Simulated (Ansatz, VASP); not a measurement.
**One calculation of FeGe, two programs**

```
Fe Ge
1.0
     2.99190    0.00000    0.00000
    -1.49595    2.59106    0.00000
     0.00000    0.00000    3.48583
Fe Ge
1 1
Direct
  0.00000 0.00000 0.00000
  0.33333 0.66667 0.50000
```

Alike in both runs: functional PBE; k mesh 24 × 24 × 16; occupations gaussian, width 0.1 eV; collinear spin.

Ansatz relaxed the structure, and its values are those at the end. VASP's run is a single point on that final structure, the one shown.

|  | VASP | Ansatz |
| --- | --- | --- |
| version | VASP 6.6.1 | Ansatz 0.2.0 |
| potentials or method | VASP PAW PBE potentials, release 64 (Fe, Ge_d), cutoff 520 eV | scalar-relativistic, plane waves, PAW |
| valence electrons in the cell | 22 | 30 |

```csv
,VASP,Ansatz,Ansatz less VASP
gap on the k mesh at the Fermi level (eV),none,none,-
pressure (GPa),-0.1,0.0,+0.07
net moment per atom (μB),0.80,0.80,+0.002
size of the moment on the site where the two differ most (μB),0.07,0.05,-0.020
```

Site moments also hang on the region over which each program counts them. A gap of «none» marks a metal or a gap that the smearing closes. VASP's potentials hold 22 valence electrons a cell and Ansatz's 30, so a difference there can come from the potentials and not from the codes.
